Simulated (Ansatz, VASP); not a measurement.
# Two plane-wave programs on Cd2BiO2

```xyz
5
Lattice="4.9134 0.0000 0.0000 0.0000 4.9134 0.0000 0.0000 0.0000 4.4645" Properties=species:S:1:pos:R:3 pbc="T T T"
Cd    2.4567    0.0000    0.0000
Cd    0.0000    2.4567    0.0000
Bi    2.4567    2.4567    2.2323
O     2.4567    0.0000    2.2323
O     0.0000    2.4567    2.2323
```

Alike in both runs: functional PBE; k mesh 8 × 8 × 8; occupations gaussian, width 0.1 eV; no spin polarisation.

Ansatz relaxed the structure, and its values are those at the end. VASP's run is a single point on that final structure, the one shown.

|  | VASP | Ansatz |
| --- | --- | --- |
| version | VASP 6.6.1 | Ansatz 0.2.0 |
| potentials or method | VASP PAW PBE potentials, release 64 (Cd, Bi_d, O), cutoff 520 eV | scalar-relativistic, plane waves, PAW |
| valence electrons in the cell | 51 | 67 |

|  | VASP | Ansatz | Ansatz less VASP |
| --- | --- | --- | --- |
| gap on the k mesh at the Fermi level (eV) | none | none | - |
| pressure (GPa) | 0.4 | 0.0 | -0.39 |

A gap of «none» marks a metal or a gap that the smearing closes. VASP's potentials hold 51 valence electrons a cell and Ansatz's 67, so a difference there can come from the potentials and not from the codes.

Spin-orbit coupling is off throughout.
